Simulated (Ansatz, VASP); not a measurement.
NbN: VASP beside Ansatz

```
Nb N
1.0
     0.00000    2.19450    2.19450
     2.19450    0.00000    2.19450
     2.19450    2.19450    0.00000
Nb N
1 1
Direct
  0.50000 0.50000 0.50000
  0.00000 0.00000 0.00000
```

Alike in both runs: task single point; functional PBE; dispersion D3(BJ); k mesh 8 × 8 × 8; occupations gaussian, width 0.1 eV; no spin polarisation.

|  | VASP | Ansatz |
| --- | --- | --- |
| version | VASP 6.6.1 | Ansatz 0.2.0 |
| potentials or method | VASP PAW PBE potentials, release 64 (Nb_sv, N), cutoff 600 eV | scalar-relativistic, plane waves, PAW |
| valence electrons in the cell | 18 | 18 |

```csv
,VASP,Ansatz,Ansatz less VASP
gap on the k mesh at the Fermi level (eV),none,none,-
pressure (GPa),-1.4,-0.7,+0.69
```

A gap of «none» marks a metal or a gap that the smearing closes.
